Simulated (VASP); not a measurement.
A run of VASP 6.6.1:

The input INCAR:

```
PREC = Accurate
ENCUT = 520
EDIFF = 1E-7
ISMEAR = 0
SIGMA = 0.05
LREAL = F
LASPH = T
NELM = 60
ALGO = Normal
ISIF = 2
LWAVE = F
LCHARG = F
GGA = PE
NBANDS = 18
```

File KPOINTS:

```
Automatic mesh
0
Gamma
  6 6 4
```

The input POSCAR:

```
P
1.0
    1.6477431241     -5.4650377251      0.0000000000
    1.6477431241      5.4650377251      0.0000000000
    0.0000000000      0.0000000000      4.5436355900
P
4
Direct
    0.9126190000      0.1071780000      0.5932420000
    0.0942290000      0.9063500000      0.4141000000
    0.5918150000      0.4067210000      0.0934990000
    0.4006760000      0.5827710000      0.9059460000
```

Potentials or basis: VASP PAW PBE potentials, release 64 (P).

Run with:

```sh
$ cat potpaw_PBE.64/P/POTCAR > POTCAR
$ mpirun -np 1 vasp_std > vasp.out
```

Hardware: 1 thread of Intel(R) Xeon(R) Platinum 8559C (Emerald Rapids), on a shared host.

Q: Estimate the wall time of this run.

A: Run time: 70 s on 1 thread of Intel(R) Xeon(R) Platinum 8559C (Emerald Rapids), on a shared host, peak memory 0.26 GiB. Counts: scf iterations 13, k points 76.
